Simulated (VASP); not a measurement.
# Cu (P6_3/mmc) in VASP: further runs

Cu is run at these levels: PBEsol; tasks: relaxation of cell and atoms.

All numbers are computed with VASP 6.6.1; they aren't measurements. Logs are shortened: lines on timing, memory, paths and dates and some standing lists are left out, and cuts for length are marked.

### Step 1. The cell of the first run

The structure is hexagonal, space group P6_3/mmc (No. 194). The conventional cell has a = 2.560 Å, b = 2.560 Å, c = 4.180 Å, α = 90.00°, β = 90.00°, γ = 120.00°. Cu (site symmetry -6m2) has 12 Cu at 2.56 Å within 3.4 Å.

### Step 2. Relaxation of cell and atoms, PBEsol, target pressure 40 GPa, at which the enthalpy is minimised

File INCAR:

```
SYSTEM = Cu
PREC     = Accurate       ! precision mode
ENCUT    = 600            ! plane-wave cutoff, eV
EDIFF    = 1E-6           ! SCF threshold, eV
ISMEAR   = 1              ! smearing method
SIGMA    = 0.05           ! smearing width, eV
LREAL    = .FALSE.        ! projectors in reciprocal space
LASPH    = .TRUE.         ! aspherical terms in the spheres
NELM     = 60             ! most SCF steps
ALGO     = Normal         ! electronic algorithm
ISIF     = 3              ! what is computed and relaxed
LWAVE    = .FALSE.        ! write WAVECAR
LCHARG   = .FALSE.        ! write CHGCAR
GGA      = PS             ! functional
IBRION   = 2              ! ionic algorithm
NSW      = 80             ! ionic steps
EDIFFG   = -0.02          ! ionic threshold
PSTRESS  = 400.0
```

File KPOINTS:

```
regular mesh
0
G
  11 11 6
  0 0 0
```

File POSCAR:

```
Cu
1.0
    2.5600000000      0.0000000000      0.0000000000
   -1.2800000000      2.2170250337      0.0000000000
    0.0000000000      0.0000000000      4.1804800000
Cu
2
Direct
    0.3333333333      0.6666666667      0.2500000000
    0.6666666667      0.3333333333      0.7500000000
```

Potentials or basis: VASP PAW PBE potentials, release 64 (Cu).

Command:

```bash
$ cat potpaw_PBE.64/Cu/POTCAR > POTCAR
$ mpirun -np 1 vasp_std > vasp.out
```

OUTCAR:

```text
SYSTEM = Cu
   PREC = Accurate
   ENCUT = 600
   EDIFF = 1E-6
   ISMEAR = 1
   LREAL = .FALSE.
   LASPH = .TRUE.
   NELM = 60
   ISIF = 3
   GGA = PS
   IBRION = 2
   NSW = 80
   EDIFFG = -0.02
   PSTRESS = 400.0

 ion  position               nearest neighbor table
   1  0.333  0.667  0.250-   2 2.56   2 2.56   2 2.56   2 2.56   2 2.56   2 2.56
   2  0.667  0.333  0.750-   1 2.56   1 2.56   1 2.56   1 2.56   1 2.56   1 2.56

  LATTYP: Found a hexagonal cell.
 ALAT       =     2.5600000000
 C/A-ratio  =     1.6330000000

  Lattice vectors:

 A1 = (   2.5600000000,   0.0000000000,   0.0000000000)
 A2 = (  -1.2800000000,   2.2170250337,   0.0000000000)
 A3 = (   0.0000000000,   0.0000000000,   4.1804800000)

Analysis of symmetry for initial positions (statically):
=====================================================================
 Subroutine PRICEL returns:
 Original cell was already a primitive cell.

 Routine SETGRP: Setting up the symmetry group for a
 hexagonal supercell.

 Subroutine GETGRP returns: Found 24 space group operations
 (whereof 12 operations were pure point group operations)
 out of a pool of 24 trial point group operations.

The static configuration has the point symmetry D_3d.
 The point group associated with its full space group is D_6h.

Analysis of symmetry for dynamics (positions and initial velocities):
=====================================================================
 Subroutine PRICEL returns:
 Original cell was already a primitive cell.

 Routine SETGRP: Setting up the symmetry group for a
 hexagonal supercell.

 Subroutine GETGRP returns: Found 24 space group operations
 (whereof 12 operations were pure point group operations)
 out of a pool of 24 trial point group operations.

The dynamic configuration has the point symmetry D_3d.
 The point group associated with its full space group is D_6h.

 Subroutine INISYM returns: Found 24 space group operations
 (whereof 12 operations are pure point group operations),
 and found     1 'primitive' translations

----------------------------------------------------------------------------------------

                                     Primitive cell

  volume of cell :      23.7267

  direct lattice vectors                    reciprocal lattice vectors
     2.560000000  0.000000000  0.000000000     0.390625000  0.225527449  0.000000000
    -1.280000000  2.217025034  0.000000000     0.000000000  0.451054898  0.000000000
     0.000000000  0.000000000  4.180480000     0.000000000  0.000000000  0.239206981

  length of vectors
     2.560000000  2.560000000  4.180480000     0.451054898  0.451054898  0.239206981

  position of ions in fractional coordinates (direct lattice)
     0.333333333  0.666666667  0.250000000
     0.666666667  0.333333333  0.750000000
[... 94 lines left out ...]
   IALGO  =     38    algorithm
   IMIX   =      4    mixing-type and parameters
     AMIX     =   0.40;   BMIX     =  1.00
     AMIX_MAG =   1.60;   BMIX_MAG =  1.00
  volume/ion in A,a.u.               =      11.86        80.06
  Fermi-wavevector in a.u.,A,eV,Ry     =   1.596382  3.016725 34.673570  2.548435
  Thomas-Fermi vector in A             =   2.694153
   LORBIT       =      0    0 simple, 1 ext, 2 COOP (PROOUT), +10 PAW based schemes
   GGA     = PS    functional components
   LHFCALC =     F    Hartree Fock is set to
   AEXX    =    0.0000 exact exchange contribution
   IVDW    =     0    specifies the selected vdW correction
   LEPSILON=     F    determine dielectric tensor
   LRPA    =     F    only Hartree local field effects (RPA)
 conjugate gradient relaxation of ions
 non-spin polarized calculation
 Methfessel and Paxton  Order N= 1 SIGMA  =   0.05
  energy-cutoff  :      600.00
  volume of cell :       23.73
 maximum number of plane-waves:       803
   NGX = 11   NGY = 11   NGZ = 17

--------------------------------------- Ionic step        1  -------------------------------------------

 number of electron      22.0000010 magnetization

 Free energy of the ion-electron system (eV)
  ---------------------------------------------------
  ext. energy  EPLUGINS =         0.00000000
  ---------------------------------------------------
  free energy    TOTEN  =        -8.58134744 eV

  energy without entropy =       -8.58124617  energy(sigma->0) =       -8.58131368

------------------------ aborting loop because EDIFF is reached ----------------------------------------

  FORCE on cell =-STRESS in cart. coord.  units (eV):
  Direction    XX          YY          ZZ          XY          YZ          ZX
  --------------------------------------------------------------------------------------
  -------------------------------------------------------------------------------------
  Total       -1.0363355     -1.0363355     -0.7138028      0.0000000      0.0000000      0.0000000
  in kB      -69.9800488    -69.9800488    -48.2005635      0.0000000      0.0000000      0.0000000
  external PRESSURE =    -462.7202204 kB  Pullay stress =     400.0000000 kB
[... 63 lines left out ...]
--------------------------------------- Ionic step        3  -------------------------------------------

 number of electron      22.0000001 magnetization

 E-fermi :   9.9906     XC(G=0): -14.0067

 val. band max:        9.8873569568   @ k =   0.4545   0.0000   0.5000
 cond. band min:      10.0062815970   @ k =   0.2727   0.1818   0.5000
 fundamental gap:      0.1189246402
 Fermi energy:         9.9905578444

 k-point     1 :       0.0000    0.0000    0.0000
  band No.  band energies     occupation
      1      -0.9951      2.00000
      2       3.6215      2.00000
      3       6.1877      2.00000
      4       6.2740      2.00000
      5       6.2740      2.00000
      6       6.5512      2.00000
      7       6.5512      2.00000
      8       6.9485      2.00000
      9       6.9485      2.00000
     10       7.9232      2.00000
     11       7.9232      2.00000
     12       8.2418      2.00000
     13      14.5712      0.00000
     14      32.7079      0.00000
[... 528 lines left out ...]
--------------------------------------- Ionic step        6  -------------------------------------------

 number of electron      21.9999995 magnetization

 Free energy of the ion-electron system (eV)
  ---------------------------------------------------
  ext. energy  EPLUGINS =         0.00000000
  ---------------------------------------------------
  free energy    TOTEN  =        -8.24067690 eV

  energy without entropy =       -8.24038863  energy(sigma->0) =       -8.24058081

 E-fermi :  10.3044     XC(G=0): -14.1301

 val. band max:       10.1728102307   @ k =   0.4545   0.0000   0.5000
 cond. band min:      10.3194275922   @ k =   0.2727   0.1818   0.5000
 fundamental gap:      0.1466173615
 Fermi energy:        10.3044198253

 k-point     1 :       0.0000    0.0000    0.0000
  band No.  band energies     occupation
      1      -0.8689      2.00000
      2       3.7695      2.00000
      3       6.3811      2.00000
      4       6.4974      2.00000
      5       6.4974      2.00000
      6       6.7779      2.00000
      7       6.7779      2.00000
      8       7.2112      2.00000
      9       7.2112      2.00000
     10       8.1955      2.00000
     11       8.1955      2.00000
     12       8.4129      2.00000
     13      14.9065      0.00000
     14      33.2414      0.00000
[... 448 lines left out ...]
  energy  without entropy=       -8.2403886315  energy(sigma->0) =       -8.24058081

  enthalpy is  TOTEN    =        -3.4194321619 eV   P V=        4.8212447344

 reached required accuracy - stopping structural energy minimisation
```

CONTCAR:

```text
Cu
   1.00000000000000
     2.3833483976035836    0.0000000000000000    0.0000000000000000
    -1.1916741988017918    2.0640402584065973    0.0000000000000000
     0.0000000000000000   -0.0000000000000000    3.9255821727414926
  Cu
     2
Direct
     0.3333333332999970    0.6666666667000030    0.2500000000000000
     0.6666666667000030    0.3333333332999970    0.7500000000000000

  0.00000000E+00  0.00000000E+00  0.00000000E+00
  0.00000000E+00  0.00000000E+00  0.00000000E+00
```

It took 1.7 min on 1 thread of Intel Xeon Platinum 8259CL at 2.50GHz (Skylake/Cascade Lake), shared host; peak memory 0.16 GiB.

Results:

```yaml
Free_energy: -8.2407 eV
Relaxed_volume: 9.66 Å³/atom
Relaxed_cell: a = 2.383 Å, b = 2.383 Å, c = 3.926 Å, α = 90.00°, β = 90.00°, γ = 120.00°
Space_group_after_relaxing_to_0.05_Å: P6_3/mmc (No. 194)
Energy_change_on_relaxing_the_enthalpy_is_what_falls: +170.3 meV/atom
Ionic_steps: 6
Pressure_after_relaxing: 40.1 GPa
Band_gap_on_the_k_mesh: zero (band 11 reaches 14.06 eV, above the bottom of band 12 at 7.90 eV)
```

Step by step:
| step | energy change (eV) | largest force (eV/Å) | pressure (GPa) | volume (Å³) |
| --- | --- | --- | --- | --- |
| 1 | 0.0000 | 0.0000 | -6.27 | 23.73 |
| 2 | 4.8035 | 0.0000 | 282.94 | 13.80 |
| 3 | 0.2533 | 0.0000 | 33.54 | 19.70 |
| 4 | 0.3067 | 0.0000 | 37.55 | 19.45 |
| 5 | 0.3412 | 0.0000 | 40.05 | 19.31 |
| 6 | 0.3407 | 0.0000 | 40.13 | 19.31 |

Final structure:
```xyz
2
Lattice="2.3833 0.0000 0.0000 -1.1917 2.0640 0.0000 0.0000 0.0000 3.9256" Properties=species:S:1:pos:R:3 pbc="T T T"
Cu    0.0000    1.3760    0.9814
Cu    1.1917    0.6880    2.9442
```

Levels at points of the mesh, in eV from the Fermi level:
| k point | band 7 | band 8 | band 9 | band 10 | band 11 | band 12 | band 13 | band 14 | band 15 |
| --- | --- | --- | --- | --- | --- | --- | --- | --- | --- |
| (0.00, 0.00, 0.00) | -3.53 | -3.09 | -3.09 | -2.11 | -2.11 | -1.89 | 4.60 | 22.94 | 25.04 |
| (0.00, 0.00, 0.50) | -3.85 | -3.85 | -2.41 | -2.41 | -2.41 | -2.41 | 13.85 | 13.85 | 23.71 |

Caveat: the cell is relaxed towards a set pressure, so the enthalpy falls and the energy may rise; the volume moved by over 15 % at a fixed basis, so the end points are rough; the PAW data sets were made with another functional, which shifts forces and pressure a little.

### Step 3. Relaxation of cell and atoms, PBEsol, target pressure 60 GPa, at which the enthalpy is minimised

File INCAR:

```
SYSTEM = Cu
  PREC = Accurate
  ENCUT = 600
  EDIFF = 1E-7
  ISMEAR = 1
  SIGMA = 0.05
  LREAL = .FALSE.
  LASPH = .TRUE.
  NELM = 80
  ALGO = Normal
  ISIF = 3
  LWAVE = .FALSE.
  LCHARG = .FALSE.
  GGA = PS
  IBRION = 2
  NSW = 80
  EDIFFG = -0.02
  PSTRESS = 600.0
```

File KPOINTS:

```
Automatic mesh
0
G
  11 11 6
  0 0 0
```

POSCAR is that of step 2.

Potentials or basis: VASP PAW PBE potentials, release 64 (Cu).

Command:

```bash
$ cat potpaw_PBE.64/Cu/POTCAR > POTCAR
$ mpirun -np 1 vasp_std > vasp.out
```

OUTCAR:

```text
SYSTEM = Cu
   PREC = Accurate
   ENCUT = 600
   EDIFF = 1E-7
   ISMEAR = 1
   LREAL = .FALSE.
   LASPH = .TRUE.
   NELM = 80
   ISIF = 3
   GGA = PS
   IBRION = 2
   NSW = 80
   EDIFFG = -0.02
   PSTRESS = 600.0

 ion  position               nearest neighbor table
   1  0.333  0.667  0.250-   2 2.56   2 2.56   2 2.56   2 2.56   2 2.56   2 2.56
   2  0.667  0.333  0.750-   1 2.56   1 2.56   1 2.56   1 2.56   1 2.56   1 2.56

  LATTYP: Found a hexagonal cell.
 ALAT       =     2.5600000000
 C/A-ratio  =     1.6330000000

  Lattice vectors:

 A1 = (   2.5600000000,   0.0000000000,   0.0000000000)
 A2 = (  -1.2800000000,   2.2170250337,   0.0000000000)
 A3 = (   0.0000000000,   0.0000000000,   4.1804800000)

Analysis of symmetry for initial positions (statically):
=====================================================================
 Subroutine PRICEL returns:
 Original cell was already a primitive cell.

 Routine SETGRP: Setting up the symmetry group for a
 hexagonal supercell.

 Subroutine GETGRP returns: Found 24 space group operations
 (whereof 12 operations were pure point group operations)
 out of a pool of 24 trial point group operations.

The static configuration has the point symmetry D_3d.
 The point group associated with its full space group is D_6h.

Analysis of symmetry for dynamics (positions and initial velocities):
=====================================================================
[... 155 lines left out ...]
  ---------------------------------------------------
  ext. energy  EPLUGINS =         0.00000000
  ---------------------------------------------------
  free energy    TOTEN  =        -8.58134744 eV

  energy without entropy =       -8.58124616  energy(sigma->0) =       -8.58131368

 E-fermi :   7.4191     XC(G=0): -12.8818

 val. band max:        7.4040438759   @ k =   0.2727   0.1818   0.5000
 cond. band min:       7.5084438684   @ k =   0.1818   0.0000   0.1667
 fundamental gap:      0.1043999924
 Fermi energy:         7.4190627024

 k-point     1 :       0.0000    0.0000    0.0000
  band No.  band energies     occupation
      1      -2.0098      2.00000
      2       2.2707      2.00000
      3       4.3229      2.00000
      4       4.3848      2.00000
      5       4.3848      2.00000
      6       4.5912      2.00000
      7       4.5912      2.00000
      8       4.8780      2.00000
      9       4.8780      2.00000
     10       5.6210      2.00000
     11       5.6210      2.00000
     12       6.3224      2.00000
     13      11.0547      0.00000
     14      28.6472      0.00000
[... 718 lines left out ...]
--------------------------------------- Ionic step        9  -------------------------------------------

 number of electron      22.0000002 magnetization

 Free energy of the ion-electron system (eV)
  ---------------------------------------------------
  ext. energy  EPLUGINS =         0.00000000
  ---------------------------------------------------
  free energy    TOTEN  =        -7.93711787 eV

  energy without entropy =       -7.93682154  energy(sigma->0) =       -7.93701909

 E-fermi :  11.1561     XC(G=0): -14.4608

 val. band max:       10.9550518131   @ k =   0.3636   0.0909   0.5000
 cond. band min:      11.1711784300   @ k =   0.2727   0.1818   0.5000
 fundamental gap:      0.2161266170
 Fermi energy:        11.1560871173

 k-point     1 :       0.0000    0.0000    0.0000
  band No.  band energies     occupation
      1      -0.5155      2.00000
      2       4.2068      2.00000
      3       6.9860      2.00000
      4       7.1065      2.00000
      5       7.1065      2.00000
      6       7.4129      2.00000
      7       7.4129      2.00000
      8       7.8782      2.00000
      9       7.8782      2.00000
     10       8.9465      2.00000
     11       8.9465      2.00000
     12       9.0611      2.00000
     13      16.0732      0.00000
     14      34.4479      0.00000
[... 448 lines left out ...]
  energy  without entropy=       -7.9368215406  energy(sigma->0) =       -7.93701909

  enthalpy is  TOTEN    =        -1.0719544368 eV   P V=        6.8651634331

 reached required accuracy - stopping structural energy minimisation
```

OSZICAR:

```text
N       E                     dE             d eps       ncg     rms          rms(c)
DAV:   1     0.127096016249E+03    0.12710E+03   -0.11889E+04  1991   0.294E+03
[... 82 lines left out ...]
       N       E                     dE             d eps       ncg     rms          rms(c)
DAV:   1    -0.794655270682E+01    0.23360E-01   -0.12935E-01  1920   0.103E+01    0.788E-01
DAV:   2    -0.793890177286E+01    0.76509E-02   -0.47351E-02  1976   0.695E+00    0.195E-01
DAV:   3    -0.793737765798E+01    0.15241E-02   -0.53521E-03  1990   0.226E+00    0.109E-01
DAV:   4    -0.793711990375E+01    0.25775E-03   -0.83351E-05  3105   0.206E-01    0.373E-03
DAV:   5    -0.793711877305E+01    0.11307E-05   -0.30659E-06  2725   0.241E-02    0.323E-03
DAV:   6    -0.793711785976E+01    0.91329E-06   -0.14187E-07  1405   0.120E-02    0.110E-04
DAV:   7    -0.793711786995E+01   -0.10192E-07   -0.19694E-08  1051   0.216E-03
   9 F= -.10719544E+01 E0= -.10718557E+01  d E =-.447404E-03
```

CONTCAR:

```text
Cu
   1.00000000000000
     2.3429332794236273   -0.0000000000000000    0.0000000000000000
    -1.1714666397118136    2.0290397393674677   -0.0000000000000000
    -0.0000000000000000   -0.0000000000000000    3.8562016708857465
  Cu
     2
Direct
     0.3333333332999970    0.6666666667000030    0.2500000000000000
     0.6666666667000030    0.3333333332999970    0.7500000000000000

  0.00000000E+00  0.00000000E+00  0.00000000E+00
  0.00000000E+00  0.00000000E+00  0.00000000E+00
```

It took 2.8 min on 1 thread of Intel Xeon Platinum 8259CL at 2.50GHz (Skylake/Cascade Lake), shared host; peak memory 0.16 GiB.

Results:

| Quantity | Value |
| --- | --- |
| Free energy | -7.9371 eV |
| Relaxed volume | 9.17 Å³/atom |
| Relaxed cell | a = 2.343 Å, b = 2.343 Å, c = 3.856 Å, α = 90.00°, β = 90.00°, γ = 120.00° |
| Space group after relaxing (to 0.05 Å) | P6_3/mmc (No. 194) |
| Energy change on relaxing (the enthalpy is what falls) | +322.1 meV/atom |
| Ionic steps | 9 |
| Pressure after relaxing | 60.3 GPa |
| Band gap on the k mesh | zero (band 11 reaches 15.02 eV, above the bottom of band 12 at 8.62 eV) |

Step by step:
```
step  energy change (eV)  largest force (eV/Å)  pressure (GPa)  volume (Å³)
   1              0.0000                0.0000           -6.26        23.73
   2             15.0833                0.0000          841.08        10.55
   3              0.3875                0.0000           43.28        19.13
   4              0.5002                0.0000           50.92        18.75
   5              0.6465                0.0000           60.32        18.33
   6              0.6099                0.0000           58.03        18.43
   7              0.6117                0.0000           58.17        18.42
   8              0.6114                0.0000           58.16        18.42
   9              0.6442                0.0000           60.25        18.33
```

Final structure:
```cif
data_structure
_symmetry_space_group_name_H-M 'P 1'
_symmetry_Int_Tables_number 1
_cell_length_a 2.3429
_cell_length_b 2.3429
_cell_length_c 3.8562
_cell_angle_alpha 90.000
_cell_angle_beta 90.000
_cell_angle_gamma 120.000
_cell_volume 18.33
loop_
_atom_site_label
_atom_site_type_symbol
_atom_site_fract_x
_atom_site_fract_y
_atom_site_fract_z
_atom_site_occupancy
Cu1 Cu 0.33333 0.66667 0.25000 1
Cu2 Cu 0.66667 0.33333 0.75000 1
```

Levels at points of the mesh, in eV from the Fermi level:
```csv
k point,band 9,band 10,band 11,band 12,band 13,band 14
"(0.00, 0.00, 0.00)",-3.28,-2.21,-2.21,-2.09,4.92,23.29
"(0.00, 0.00, 0.50)",-2.53,-2.53,-2.53,-2.53,14.34,14.34
```

Caveat: the cell is relaxed towards a set pressure, so the enthalpy falls and the energy may rise; the volume moved by over 15 % at a fixed basis, so the end points are rough; the PAW data sets were made with another functional, which shifts forces and pressure a little.
